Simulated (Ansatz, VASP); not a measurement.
**Two plane-wave programs on GeP5**

```
CELL_PARAMETERS angstrom
-2.37278 2.37278 4.84509
2.37278 -2.37278 4.84509
2.37278 2.37278 -4.84509
ATOMIC_POSITIONS crystal
Ge 0.00000 0.00000 0.00000
P 0.35863 0.85863 0.50000
P 0.85863 0.35863 0.50000
P 0.64137 0.14137 0.50000
P 0.14137 0.64137 0.50000
P 0.50000 0.50000 0.00000
```

Alike in both runs: functional PBE; k mesh 12 × 12 × 12; occupations gaussian, width 0.1 eV; no spin polarisation.

Ansatz relaxed the structure, and its values are those at the end. VASP's run is a single point on that final structure, the one shown.

```csv
,VASP,Ansatz
version,VASP 6.6.1,Ansatz 0.2.0
potentials or method,"VASP PAW PBE potentials, release 64 (Ge_d, P), cutoff 520 eV","scalar-relativistic, plane waves, PAW"
valence electrons in the cell,39,39
```

Ansatz gave:

- gap on the k mesh at the Fermi level (eV): none
- pressure (GPa): 0.0
- rms of the force components (eV/Å): 0.000

Problem. What did VASP give for the same quantities?

Solution. gap on the k mesh at the Fermi level (eV): none; pressure (GPa): -0.1; rms of the force components (eV/Å): 0.023.

A gap of «none» marks a metal or a gap that the smearing closes. With one functional, cell and mesh, what is left measures potentials, basis and numerics.
